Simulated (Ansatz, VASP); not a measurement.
**SnO2: VASP beside Ansatz**

```
Sn O
1.0
     1.61709    0.93363    4.58457
    -1.61709    0.93363    4.58457
     0.00000   -1.86726    4.58457
Sn O
1 2
Direct
  0.50000 0.50000 0.50000
  0.23717 0.23717 0.23717
  0.76283 0.76283 0.76283
```

Change from the starting cell: strain -0.0450 x Voigt [0, 0, 1, 0, 0, 0], atoms carried along.

Alike in both runs: task single point; functional LDA; k mesh 12 × 12 × 12; occupations gaussian, width 0.05 eV; no spin polarisation.

|  | VASP | Ansatz |
| --- | --- | --- |
| version | VASP 6.6.1 | Ansatz 0.2.0 |
| potentials or method | VASP PAW LDA potentials, release 64 (Sn_d, O), cutoff 520 eV | scalar-relativistic, plane waves, PAW |
| valence electrons in the cell | 26 | 26 |

Ansatz gave:

* gap on the k mesh at the Fermi level (eV): 1.76
* least direct gap on the mesh (eV): 1.88
* pressure (GPa): -5.7
* traceless stress, the component that is largest in VASP (GPa): 2.43
* rms of the force components (eV/Å): 0.042

Estimate VASP's values.

gap on the k mesh at the Fermi level (eV): 1.76; least direct gap on the mesh (eV): 1.89; pressure (GPa): -4.9; traceless stress, the component that is largest in VASP (GPa): 1.85; rms of the force components (eV/Å): 0.014.

LDA's correlation is that of Perdew and Zunger in VASP and of Perdew and Wang (1992) in Ansatz. Atom by atom the forces differ by 0.028 eV/Å (rms over components).
